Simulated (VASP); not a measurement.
# Pb (P6_3/mmc) in VASP: a series of runs, part 2 of 2

VASP 6.6.1.

**4. Single point, PBEsol (30.80 Å³/atom)**

This run uses another cell than the first one, of 30.80 Å³/atom.

File INCAR:

```
SYSTEM = Pb
PREC = Accurate
ENCUT = 520
EDIFF = 1E-6
ISMEAR = 0
SIGMA = 0.1
LREAL = .FALSE.
LASPH = .TRUE.
NELM = 100
ALGO = Fast
ISIF = 2
LWAVE = .FALSE.
LCHARG = .FALSE.
GGA = PS
NBANDS = 21
```

File KPOINTS:

```
Automatic mesh
0
G
  12 12 8
  0 0 0
```

File POSCAR:

```
Pb
1.0
    3.4900951995      0.0000000000      0.0000000000
   -1.7450475997      3.0225111044      0.0000000000
    0.0000000000      0.0000000000      5.8385957843
Pb
2
Direct
    0.3333333333      0.6666666667      0.2500000000
    0.6666666667      0.3333333333      0.7500000000
```

Potentials or basis: VASP PAW PBE potentials, release 64 (Pb_d).

On the command line:

```
cat potpaw_PBE.64/Pb_d/POTCAR > POTCAR
mpirun -np 1 vasp_std > vasp.out
```

OUTCAR:

```text
SYSTEM = Pb
   PREC = Accurate
   ENCUT = 520
   EDIFF = 1E-6
   ISMEAR = 0
   LREAL = .FALSE.
   LASPH = .TRUE.
   NELM = 100
   ISIF = 2
   GGA = PS

 ion  position               nearest neighbor table
   1  0.333  0.667  0.250-   2 3.55   2 3.55   2 3.55   2 3.55   2 3.55   2 3.55
   2  0.667  0.333  0.750-   1 3.55   1 3.55   1 3.55   1 3.55   1 3.55   1 3.55

  LATTYP: Found a hexagonal cell.
 ALAT       =     3.4900951995
 C/A-ratio  =     1.6729044483

  Lattice vectors:

 A1 = (   3.4900951995,   0.0000000000,   0.0000000000)
 A2 = (  -1.7450475997,   3.0225111044,   0.0000000000)
 A3 = (   0.0000000000,   0.0000000000,   5.8385957843)

Analysis of symmetry for initial positions (statically):
=====================================================================
 Subroutine PRICEL returns:
 Original cell was already a primitive cell.

 Routine SETGRP: Setting up the symmetry group for a
 hexagonal supercell.

 Subroutine GETGRP returns: Found 24 space group operations
 (whereof 12 operations were pure point group operations)
 out of a pool of 24 trial point group operations.

[... 157 lines left out ...]

 Free energy of the ion-electron system (eV)
  ---------------------------------------------------
  ext. energy  EPLUGINS =         0.00000000
  ---------------------------------------------------
  free energy    TOTEN  =        -7.96581564 eV

  energy without entropy =       -7.95848747  energy(sigma->0) =       -7.96215156

 E-fermi :   6.8750     XC(G=0): -10.2680

 val. band max:        6.8596241994   @ k =   0.4167   0.1667   0.0000
 cond. band min:       6.8982774854   @ k =   0.2500   0.0833   0.3750
 fundamental gap:      0.0386532861
 Fermi energy:         6.8749786056

 k-point     1 :       0.0000    0.0000    0.0000
  band No.  band energies     occupation
      1     -10.0840      2.00000
      2     -10.0689      2.00000
      3     -10.0366      2.00000
      4     -10.0366      2.00000
      5     -10.0184      2.00000
      6     -10.0184      2.00000
[... 565 lines left out ...]
     20      15.1003      0.00000
     21      16.7629      0.00000

 [... further k-points ...]
[... 5 lines left out ...]
  --------------------------------------------------------------------------------------
  -------------------------------------------------------------------------------------
  Total       -0.5250848     -0.5250848     -0.5337414     -0.0000000      0.0000000      0.0000000
  in kB      -13.6592381    -13.6592381    -13.8844250     -0.0000000      0.0000000      0.0000000
  external PRESSURE =     -13.7343004 kB  Pullay stress =       0.0000000 kB

 VOLUME and BASIS-vectors are now :
 -----------------------------------------------------------------------------
  energy-cutoff  :      520.00
  volume of cell :       61.59
      direct lattice vectors                 reciprocal lattice vectors
     3.490095199  0.000000000  0.000000000     0.286525136  0.165425364  0.000000000
    -1.745047600  3.022511104  0.000000000     0.000000000  0.330850728  0.000000000
     0.000000000  0.000000000  5.838595784     0.000000000  0.000000000  0.171274059

 POSITION                                       TOTAL-FORCE (eV/Angst)
 -----------------------------------------------------------------------------------
     -0.00000      2.01501      1.45965        -0.000000      0.000000      0.000000
      1.74505      1.00750      4.37895         0.000000      0.000000      0.000000
 -----------------------------------------------------------------------------------
    total drift:                                0.000000     -0.000000      0.000000

  FREE ENERGIE OF THE ION-ELECTRON SYSTEM (eV)
  ---------------------------------------------------
  free  energy   TOTEN  =        -7.9658156409 eV

  energy  without entropy=       -7.9584874739  energy(sigma->0) =       -7.96215156
```

stdout:

```text
POSCAR found type information on POSCAR Pb
 POSCAR found :  1 types and       2 ions
 scaLAPACK will be used
 -----------------------------------------------------------------------------
|                                                                             |
|                                                                             |
|     You enforced a specific xc type in the INCAR file but a different       |
|     I HOPE YOU KNOW WHAT YOU ARE DOING!                                     |
|                                                                             |
 -----------------------------------------------------------------------------

 LDA part: xc-table for (Slater+PW92), standard interpolation
 POSCAR, INCAR and KPOINTS ok, starting setup
 FFT: planning ... GRIDC
 FFT: planning ... GRID_SOFT
 FFT: planning ... GRID
 WAVECAR not read
 entering main loop
```

It took 84 s on 1 thread of Intel Xeon Platinum 8488C (Sapphire Rapids), shared host; peak memory 0.25 GiB.

Results:

* Free energy: -7.9658 eV
* Pressure: -1.4 GPa
* Band gap on the k mesh: zero (bands 14 and 15 overlap by 7.78 eV)

Levels at points of the mesh, in eV from the Fermi level:
```tsv
k point	band 12	band 13	band 14	band 15	band 16	band 17
(0.00, 0.00, 0.00)	-8.27	-4.14	5.80	5.80	7.02	7.46
(0.50, 0.00, 0.00)	-7.04	-2.96	-1.60	-0.42	1.74	2.26
(0.00, 0.00, 0.50)	-10.48	0.50	0.50	6.58	6.58	6.58
(0.50, 0.00, 0.50)	-7.45	-3.58	-3.58	3.36	3.36	3.54
```

Caveat: the PAW data sets were made with another functional, which shifts forces and pressure a little; spin-orbit coupling is left out, which moves the levels of the heavy elements.

**5. Summary**

```csv
cell,gap on the mesh (eV),pressure (GPa)
"a = 3.385, b = 3.385, c = 5.663 Å, angles 90.0, 90.0, 120.0°, 2 atoms",none,3.3
"a = 3.421, b = 3.421, c = 5.723 Å, angles 90.0, 90.0, 120.0°, 2 atoms",none,1.5
"a = 3.490, b = 3.490, c = 5.839 Å, angles 90.0, 90.0, 120.0°, 2 atoms",none,-1.4
```

Alike in all rows: task single point; level PBEsol; potentials or basis VASP PAW PBE potentials, release 64 (Pb_d); no spin polarisation; k mesh 12 × 12 × 8; cutoff (eV) 520; smearing gaussian 0.1 eV.

Caveats: the PAW data sets were made with another functional, which shifts forces and pressure a little; spin-orbit coupling is left out, which moves the levels of the heavy elements; the cell stands under pressure (at least some runs).

Absolute energies hang on the potentials; compare differences alone.

The gap in the log of VASP goes by the Fermi energy; the results here count the filled bands.